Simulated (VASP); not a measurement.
# AlNi3 (R-3m) in VASP: further runs

The runs below take AlNi3 through single point, with PBEsol.

All numbers are computed with VASP 6.6.1; they aren't measurements. Logs are shortened: lines on timing, memory, paths and dates and some standing lists are left out, and cuts for length are marked.

## (1) The cell of the first run

It takes space group R-3m (No. 166, trigonal). The conventional cell has a = 3.944 Å, b = 3.944 Å, c = 8.981 Å, α = 90.00°, β = 90.00°, γ = 120.00°. Al (site symmetry -3m) has 14 Ni at 2.25 to 2.72 Å within 3.0 Å. Within 3.0 Å of Ni (site symmetry 3m) lie 4 Al at 2.25 to 2.40 Å and 10 Ni at 2.25 to 2.72 Å. Ni (site symmetry -3m) has 8 Ni at 2.25 to 2.40 Å and 6 Al at 2.72 Å within 3.0 Å.

## (2) Single point, PBEsol (10.08 Å³/atom)

Contents of INCAR:

```
ALGO = Fast
EDIFF = 1E-6
ENCUT = 520
GGA = PS
ISIF = 2
ISMEAR = 0
LASPH = True
LCHARG = False
LREAL = False
LWAVE = False
NBANDS = 24
NELM = 60
PREC = Accurate
SIGMA = 0.15
```

Contents of KPOINTS:

```
k-points
0
Gamma
  14 14 14
```

Contents of POSCAR:

```
AlNi3
1.0
   -0.1305007022      2.6579758396      2.6579758396
    2.6579758396     -0.1305007022      2.6579758396
    2.6579758396      2.6579758396     -0.1305007022
Al Ni
1 3
Direct
    0.5000000000      0.5000000000      0.5000000000
    0.2500000000      0.2500000000      0.2500000000
    0.0000000000      0.0000000000      0.0000000000
    0.7500000000      0.7500000000      0.7500000000
```

Potentials or basis: VASP PAW PBE potentials, release 64 (Al, Ni).

Launch:

```
$ cat potpaw_PBE.64/Al/POTCAR potpaw_PBE.64/Ni/POTCAR > POTCAR
$ mpirun -np 1 vasp_std > vasp.out
```

OUTCAR:

```text
EDIFF = 1E-6
   ENCUT = 520
   GGA = PS
   ISIF = 2
   ISMEAR = 0
   LASPH = True
   LREAL = False
   NELM = 60
   PREC = Accurate

 ion  position               nearest neighbor table
   1  0.500  0.500  0.500-   2 2.25   4 2.25   2 2.40   2 2.40   4 2.40   4 2.40   2 2.40   4 2.40
                             3 2.72   3 2.72   3 2.72   3 2.72   3 2.72   3 2.72
   2  0.250  0.250  0.250-   1 2.25   3 2.25   3 2.40   3 2.40   1 2.40   1 2.40   3 2.40   1 2.40
                             4 2.72   4 2.72   4 2.72   4 2.72   4 2.72   4 2.72
   3  0.000  0.000  0.000-   2 2.25   4 2.25   4 2.40   4 2.40   2 2.40   2 2.40   4 2.40   2 2.40
                             1 2.72   1 2.72   1 2.72   1 2.72   1 2.72   1 2.72
   4  0.750  0.750  0.750-   1 2.25   3 2.25   1 2.40   1 2.40   3 2.40   3 2.40   1 2.40   3 2.40
                             2 2.72   2 2.72   2 2.72   2 2.72   2 2.72   2 2.72

  LATTYP: Found a trigonal (rhomboedric) cell.
 ALAT       =     3.7612101192
 COS(alpha) =     0.4503594078

  Lattice vectors:

 A1 = (  -0.1305007022,   2.6579758396,   2.6579758396)
 A2 = (   2.6579758396,  -0.1305007022,   2.6579758396)
 A3 = (   2.6579758396,   2.6579758396,  -0.1305007022)

Analysis of symmetry for initial positions (statically):
=====================================================================
 Subroutine PRICEL returns:
 Original cell was already a primitive cell.

 Routine SETGRP: Setting up the symmetry group for a
 trigonal (rhombohedral) supercell.

 Subroutine GETGRP returns: Found 12 space group operations
 (whereof 12 operations were pure point group operations)
 out of a pool of 12 trial point group operations.

The static configuration has the point symmetry D_3d.

Analysis of symmetry for dynamics (positions and initial velocities):
=====================================================================
 Subroutine PRICEL returns:
 Original cell was already a primitive cell.

 Routine SETGRP: Setting up the symmetry group for a
 trigonal (rhombohedral) supercell.

 Subroutine GETGRP returns: Found 12 space group operations
 (whereof 12 operations were pure point group operations)
 out of a pool of 12 trial point group operations.

The dynamic configuration has the point symmetry D_3d.

 Subroutine INISYM returns: Found 12 space group operations
 (whereof 12 operations are pure point group operations),
 and found     1 'primitive' translations

----------------------------------------------------------------------------------------

                                     Primitive cell

  volume of cell :      40.3200

  direct lattice vectors                    reciprocal lattice vectors
    -0.130500702  2.657975840  2.657975840    -0.174796754  0.183822006  0.183822006
     2.657975840 -0.130500702  2.657975840     0.183822006 -0.174796754  0.183822006
     2.657975840  2.657975840 -0.130500702     0.183822006  0.183822006 -0.174796754

  length of vectors
     3.761210119  3.761210119  3.761210119     0.313265008  0.313265008  0.313265008

  position of ions in fractional coordinates (direct lattice)
     0.500000000  0.500000000  0.500000000
     0.250000000  0.250000000  0.250000000
     0.000000000  0.000000000  0.000000000
     0.750000000  0.750000000  0.750000000

  ion indices of the primitive-cell ions
   primitive index   ion index
                 1           1
                 2           2
                 3           3
                 4           4

----------------------------------------------------------------------------------------

 KPOINTS: k-points

Automatic generation of k-mesh.
 Grid dimensions read from file:
 generate k-points for:   14   14   14

 Generating k-lattice:

  Cartesian coordinates                     Fractional coordinates (reciprocal lattice)
    -0.012485482  0.013130143  0.013130143     0.071428571  0.000000000  0.000000000
     0.013130143 -0.012485482  0.013130143     0.000000000  0.071428571  0.000000000
     0.013130143  0.013130143 -0.012485482     0.000000000  0.000000000  0.071428571

  Length of vectors
     0.022376072  0.022376072  0.022376072

  Shift w.r.t. Gamma in fractional coordinates (k-lattice)
     0.000000000  0.000000000  0.000000000

 Subroutine IBZKPT returns following result:
 ===========================================

 Found    288 irreducible k-points:

 Following reciprocal coordinates:
            Coordinates               Weight
  0.000000  0.000000  0.000000      1.000000
  0.071429  0.000000  0.000000      6.000000
  0.142857  0.000000 -0.000000      6.000000
  0.214286  0.000000  0.000000      6.000000
  0.285714  0.000000 -0.000000      6.000000
  0.357143  0.000000 -0.000000      6.000000
[... 16 lines left out ...]
  0.214286  0.142857  0.000000     12.000000
  0.285714  0.142857 -0.000000     12.000000
 [... further k-points ...]
   k-points           NKPTS =    288   k-points in BZ     NKDIM =    288   number of bands    NBANDS=     24
   number of dos      NEDOS =    301   number of ions     NIONS =      4
   total plane-waves  NPLWV =  21952
   dimension x,y,z NGX =    28 NGY =   28 NGZ =   28
   dimension x,y,z NGXF=    56 NGYF=   56 NGZF=   56
   ions per type =               1   3
   NGX,Y,Z   is equivalent  to a cutoff of  12.38, 12.38, 12.38 a.u.
   NGXF,Y,Z  is equivalent  to a cutoff of  24.75, 24.75, 24.75 a.u.
 SYSTEM =  unknown system
   PREC   = accura    normal or accurate (medium, high low for compatibility)
   ISTART =      0    job   : 0-new  1-cont  2-samecut
   ICHARG =      2    charge: 1-file 2-atom 10-const
   ISPIN  =      1    spin polarized calculation?
   LNONCOLLINEAR =      F non collinear calculations
   LSORBIT =      F    spin-orbit coupling
   LASPH  =      T    aspherical Exc in radial PAW
   ENCUT  =  520.0 eV  38.22 Ry    6.18 a.u.   6.99  6.99  6.99*2*pi/ulx,y,z
   NELM   =     60;   NELMIN=  2; NELMDL= -5     # of ELM steps
   EDIFF  = 0.1E-05   stopping-criterion for ELM
   LREAL  =      F    real-space projection
   EDIFFG = 0.1E-04   stopping-criterion for IOM
   NSW    =      0    number of steps for IOM
   IBRION =     -1    ionic relax: 0-MD 1-quasi-New 2-CG
   NFREE  =      0    steps in history (QN), initial steepest desc. (CG)
   ISIF   =      2    stress and relaxation
   ISYM   =      2    0-nonsym 1-usesym 2-fastsym
   POTIM  = 0.5000    time-step for ionic-motion
   TEBEG  =    0.0;   TEEND  =   0.0 temperature during run
   PSTRESS=    0.0 pullay stress
   NELECT =      33.0000    total number of electrons
   NUPDOWN=      -1.0000    fix difference up-down
   EMIN   =  10.00;   EMAX   =-10.00  energy-range for DOS
   EFERMI =   0.00;   METHOD = LEGACY
   ISMEAR =     0;   SIGMA  =   0.15  broadening in eV -4-tet -1-fermi 0-gaus
   EFERMI_NEDOS =   21; number of points for ismear=-14 and -15
   IALGO  =     68    algorithm
   IMIX   =      4    mixing-type and parameters
     AMIX     =   0.40;   BMIX     =  1.00
     AMIX_MAG =   1.60;   BMIX_MAG =  1.00
  volume/ion in A,a.u.               =      10.08        68.02
  Fermi-wavevector in a.u.,A,eV,Ry     =   1.531344  2.893820 31.905840  2.345013
  Thomas-Fermi vector in A             =   2.638701
   LORBIT       =      0    0 simple, 1 ext, 2 COOP (PROOUT), +10 PAW based schemes
   GGA     = PS    functional components
   LHFCALC =     F    Hartree Fock is set to
   AEXX    =    0.0000 exact exchange contribution
   IVDW    =     0    specifies the selected vdW correction
   LEPSILON=     F    determine dielectric tensor
   LRPA    =     F    only Hartree local field effects (RPA)
 non-spin polarized calculation
 RMM-DIIS sequential band-by-band and
 Gauss-broadening in eV      SIGMA  =   0.15
  energy-cutoff  :      520.00
  volume of cell :       40.32
 maximum number of plane-waves:      1109
   NGX = 13   NGY = 13   NGZ = 13

 number of electron      33.0000048 magnetization

 Free energy of the ion-electron system (eV)
  ---------------------------------------------------
  ext. energy  EPLUGINS =         0.00000000
  ---------------------------------------------------
  free energy    TOTEN  =       -23.68488496 eV

  energy without entropy =      -23.65817857  energy(sigma->0) =      -23.67153176

 E-fermi :  11.0902     XC(G=0): -13.4422

 val. band max:       11.0859910923   @ k =  -0.1429  -0.4286   0.0714
 cond. band min:      11.0935152025   @ k =  -0.3571   0.5000   0.1429
 fundamental gap:      0.0075241102
 Fermi energy:        11.0901958224

 k-point     1 :       0.0000    0.0000    0.0000
  band No.  band energies     occupation
      1       0.2362      2.00000
      2       6.9530      2.00000
      3       6.9530      2.00000
      4       7.1056      2.00000
      5       7.1056      2.00000
      6       7.2943      2.00000
[... 16 lines left out ...]
     23      19.5900      0.00000
     24      20.3021      0.00000

 k-point     2 :       0.0714    0.0000    0.0000
  band No.  band energies     occupation
      1       0.3147      2.00000
      2       6.9095      2.00000
      3       6.9499      2.00000
      4       7.0760      2.00000
      5       7.1878      2.00000
      6       7.3350      2.00000
[... 16 lines left out ...]
     23      19.7003      0.00000
     24      20.0644      0.00000

 k-point     3 :       0.1429    0.0000   -0.0000
  band No.  band energies     occupation
      1       0.5488      2.00000
      2       6.8640      2.00000
      3       6.9409      2.00000
      4       6.9790      2.00000
      5       7.3442      2.00000
      6       7.4509      2.00000
[... 16 lines left out ...]
     23      19.7179      0.00000
     24      19.7452      0.00000
[... 514 lines left out ...]
 k-point    23 :       0.2143    0.1429    0.0000
  band No.  band energies     occupation
      1       0.9556      2.00000
      2       6.4405      2.00000
      3       7.1639      2.00000
      4       7.2321      2.00000
      5       7.4626      2.00000
      6       7.4856      2.00000
[... 16 lines left out ...]
     23      19.3100      0.00000
     24      21.2474      0.00000

 k-point    24 :       0.2857    0.1429   -0.0000
  band No.  band energies     occupation
      1       1.3887      2.00000
      2       6.2635      2.00000
      3       7.0288      2.00000
      4       7.2792      2.00000
      5       7.5904      2.00000
      6       7.6653      2.00000
[... 16 lines left out ...]
     23      19.3893      0.00000
     24      21.4176      0.00000

 [... further k-points ...]

------------------------ aborting loop because EDIFF is reached ----------------------------------------

  FORCE on cell =-STRESS in cart. coord.  units (eV):
  Direction    XX          YY          ZZ          XY          YZ          ZX
  --------------------------------------------------------------------------------------
  -------------------------------------------------------------------------------------
  Total        5.4973893      5.4973893      5.4973893      2.7685229      2.7685229      2.7685229
  in kB      218.4472332    218.4472332    218.4472332    110.0115220    110.0115220    110.0115220
  external PRESSURE =     218.4472332 kB  Pullay stress =       0.0000000 kB

 VOLUME and BASIS-vectors are now :
 -----------------------------------------------------------------------------
  energy-cutoff  :      520.00
  volume of cell :       40.32
      direct lattice vectors                 reciprocal lattice vectors
    -0.130500702  2.657975840  2.657975840    -0.174796754  0.183822006  0.183822006
     2.657975840 -0.130500702  2.657975840     0.183822006 -0.174796754  0.183822006
     2.657975840  2.657975840 -0.130500702     0.183822006  0.183822006 -0.174796754

 POSITION                                       TOTAL-FORCE (eV/Angst)
 -----------------------------------------------------------------------------------
      2.59273      2.59273      2.59273         0.000000     -0.000000      0.000000
      1.29636      1.29636      1.29636         0.084627      0.084627      0.084627
      0.00000      0.00000      0.00000         0.000000      0.000000     -0.000000
      3.88909      3.88909      3.88909        -0.084627     -0.084627     -0.084627
 -----------------------------------------------------------------------------------
    total drift:                                0.000000      0.000000      0.000000

  FREE ENERGIE OF THE ION-ELECTRON SYSTEM (eV)
  ---------------------------------------------------
  free  energy   TOTEN  =       -23.6848849561 eV

  energy  without entropy=      -23.6581785676  energy(sigma->0) =      -23.67153176
```

Run time: 2.5 min. Hardware: 1 thread of Intel Xeon 6975P-C (Granite Rapids), shared host; peak memory 0.34 GiB.

Results:

* Free energy: -23.6849 eV
* Pressure: 21.8 GPa
* Largest force: 0.147 eV/Å
* Band gap on the k mesh: zero (an odd number of electrons rules out a gap without spin polarisation)

Forces in eV/Å, atoms in the order of the input:
```
Al   0.000  0.000  0.000
Ni   0.085  0.085  0.085
Ni   0.000  0.000  0.000
Ni  -0.085 -0.085 -0.085
```

Caveat: the cell stands under pressure; the PAW data sets were made with another functional, which shifts forces and pressure a little.

## (3) Single point, PBEsol (10.08 Å³/atom)

Contents of INCAR:

```
SYSTEM = AlNi3
  ALGO = Fast
  EDIFF = 1E-7
  ENCUT = 520
  GGA = PS
  ISIF = 2
  ISMEAR = 0
  LASPH = .TRUE.
  LCHARG = .FALSE.
  LREAL = .FALSE.
  LWAVE = .FALSE.
  NBANDS = 24
  NELM = 80
  PREC = Accurate
  SIGMA = 0.15
```

Contents of KPOINTS:

```
k-points
0
G
  14 14 14
  0 0 0
```

Contents of POSCAR:

```
AlNi3
1.0
    0.2708534269      2.8635792751      2.8635792751
    2.8635792751      0.2708534269      2.8635792751
    2.8635792751      2.8635792751      0.2708534269
Al Ni
1 3
Direct
    0.5000000000      0.5000000000      0.5000000000
    0.2500000000      0.2500000000      0.2500000000
    0.0000000000      0.0000000000      0.0000000000
    0.7500000000      0.7500000000      0.7500000000
```

Potentials or basis: VASP PAW PBE potentials, release 64 (Al, Ni).

Launch:

```
$ cat potpaw_PBE.64/Al/POTCAR potpaw_PBE.64/Ni/POTCAR > POTCAR
$ mpirun -np 1 vasp_std > vasp.out
```

It took 3 min on 1 thread of Intel Xeon 6975P-C (Granite Rapids), shared host; peak memory 0.34 GiB.

Results (log left out):

```yaml
Free_energy: -23.2936 eV
Pressure: 25.3 GPa
Largest_force: 0.160 eV/Å
Band_gap_on_the_k_mesh: zero (an odd number of electrons rules out a gap without spin polarisation)
```

Forces in eV/Å, atoms in the order of the input:
```
Al   0.000  0.000  0.000
Ni  -0.093 -0.093 -0.093
Ni   0.000  0.000  0.000
Ni   0.093  0.093  0.093
```

Stress tensor (GPa, compression positive):
```
 25.29 -14.31 -14.31
-14.31  25.29 -14.31
-14.31 -14.31  25.29
```

Levels at points of the mesh, in eV from the Fermi level:
```tsv
k point	band 14	band 15	band 16	band 17	band 18	band 19
(0.00, 0.00, 0.00)	-0.69	-0.44	-0.44	3.87	4.94	6.51
(0.50, 0.00, 0.00)	-0.57	-0.57	-0.48	-0.14	3.78	4.44
(0.50, 0.50, 0.00)	-0.71	-0.59	-0.54	-0.31	-0.25	-0.03
(0.50, 0.50, 0.50)	-0.60	-0.43	-0.43	-0.18	5.49	5.49
```

Caveat: the cell stands under pressure; the PAW data sets were made with another functional, which shifts forces and pressure a little. Spin polarisation is off, so any magnetic state and its effect on volume and gap are missing.

## (4) Single point, PBEsol (10.08 Å³/atom)

Contents of INCAR:

```
SYSTEM = AlNi3
PREC = Accurate ; ENCUT = 520
EDIFF = 1E-6 ; ISMEAR = 0
SIGMA = 0.15 ; LREAL = .FALSE.
LASPH = .TRUE. ; NELM = 100
ALGO = Fast ; ISIF = 2
LWAVE = .FALSE. ; LCHARG = .FALSE.
GGA = PS ; NBANDS = 24
```

Contents of KPOINTS:

```
Automatic mesh
0
G
  14 14 14
  0 0 0
```

Contents of POSCAR:

```
AlNi3
1.0
    0.1337054357      2.7901048207      2.7901048207
    2.7901048207      0.1337054357      2.7901048207
    2.7901048207      2.7901048207      0.1337054357
Al Ni
1 3
Direct
    0.5000000000      0.5000000000      0.5000000000
    0.2500000000      0.2500000000      0.2500000000
    0.0000000000      0.0000000000      0.0000000000
    0.7500000000      0.7500000000      0.7500000000
```

Launch:

```
$ cat potpaw_PBE.64/Al/POTCAR potpaw_PBE.64/Ni/POTCAR > POTCAR
$ mpirun -np 1 vasp_std > vasp.out
```

Run time: 3.1 min. Hardware: 1 thread of Intel Xeon 6975P-C (Granite Rapids), shared host; peak memory 0.35 GiB.

Results (log left out):

```yaml
Free_energy: -23.7167 eV
Pressure: 21.6 GPa
Largest_force: 0.102 eV/Å
Band_gap_on_the_k_mesh: zero (an odd number of electrons rules out a gap without spin polarisation)
```

Forces in eV/Å, atoms in the order of the input:
```
Al   0.000  0.000  0.000
Ni  -0.059 -0.059 -0.059
Ni   0.000  0.000  0.000
Ni   0.059  0.059  0.059
```

Stress tensor (GPa, compression positive):
```
21.58 -8.39 -8.39
-8.39 21.58 -8.39
-8.39 -8.39 21.58
```

Levels at points of the mesh, in eV from the Fermi level:
```csv
k point,band 13,band 14,band 15,band 16,band 17,band 18,band 19,band 20
"(0.00, 0.00, 0.00)",-0.65,-0.65,-0.54,-0.54,4.84,5.78,6.09,6.09
"(0.50, 0.00, 0.00)",-0.88,-0.67,-0.56,-0.49,-0.15,4.20,4.51,4.89
"(0.50, 0.50, 0.00)",-0.98,-0.84,-0.68,-0.50,-0.37,-0.33,-0.03,4.45
"(0.50, 0.50, 0.50)",-0.63,-0.63,-0.54,-0.54,-0.18,4.99,4.99,5.64
```

Caveat: the cell stands under pressure; the PAW data sets were made with another functional, which shifts forces and pressure a little.

## (5) Single point, PBEsol (10.08 Å³/atom)

Contents of INCAR:

```
SYSTEM = AlNi3
PREC = Accurate
ENCUT = 520
EDIFF = 1E-6
ISMEAR = 0
SIGMA = 0.15
LREAL = .FALSE.
LASPH = .TRUE.
NELM = 100
ALGO = Fast
ISIF = 2
LWAVE = .FALSE.
LCHARG = .FALSE.
GGA = PS
NBANDS = 24
```

KPOINTS is that of step 4.

Contents of POSCAR:

```
AlNi3
1.0
   -0.2580813051      2.5989073120      2.5989073120
    2.5989073120     -0.2580813051      2.5989073120
    2.5989073120      2.5989073120     -0.2580813051
Al Ni
1 3
Direct
    0.5000000000      0.5000000000      0.5000000000
    0.2500000000      0.2500000000      0.2500000000
    0.0000000000      0.0000000000      0.0000000000
    0.7500000000      0.7500000000      0.7500000000
```

Launch:

```
$ cat potpaw_PBE.64/Al/POTCAR potpaw_PBE.64/Ni/POTCAR > POTCAR
$ mpirun -np 1 vasp_std > vasp.out
```

It took 2.1 min on 1 thread of Intel Xeon 6975P-C (Granite Rapids), shared host; peak memory 0.34 GiB.

Results (log left out):

| Item | Value |
| --- | --- |
| Free energy | -23.0389 eV |
| Pressure | 27.2 GPa |
| Largest force | 0.332 eV/Å |
| Band gap on the k mesh | zero (an odd number of electrons rules out a gap without spin polarisation) |

Forces on the atoms (eV/Å):
```
Al   0.000  0.000  0.000
Ni   0.192  0.192  0.192
Ni   0.000  0.000  0.000
Ni  -0.192 -0.192 -0.192
```

Stress tensor (GPa, compression positive):
```
27.17 24.70 24.70
24.70 27.17 24.70
24.70 24.70 27.17
```

Levels at points of the mesh, in eV from the Fermi level:
| k point | band 14 | band 15 | band 16 | band 17 | band 18 | band 19 |
| --- | --- | --- | --- | --- | --- | --- |
| (0.00, 0.00, 0.00) | -0.70 | -0.47 | -0.47 | 5.08 | 5.08 | 5.95 |
| (0.50, 0.00, 0.00) | -0.71 | -0.50 | -0.45 | -0.15 | 4.69 | 4.73 |
| (0.50, 0.50, 0.00) | -0.69 | -0.55 | -0.46 | -0.46 | -0.19 | -0.04 |
| (0.50, 0.50, 0.50) | -1.01 | -0.42 | -0.42 | -0.12 | 3.69 | 3.69 |

Caveat: the cell stands under pressure; the PAW data sets were made with another functional, which shifts forces and pressure a little. Spin polarisation is off, so any magnetic state and its effect on volume and gap are missing.

(Continued in part 2 of 2.)
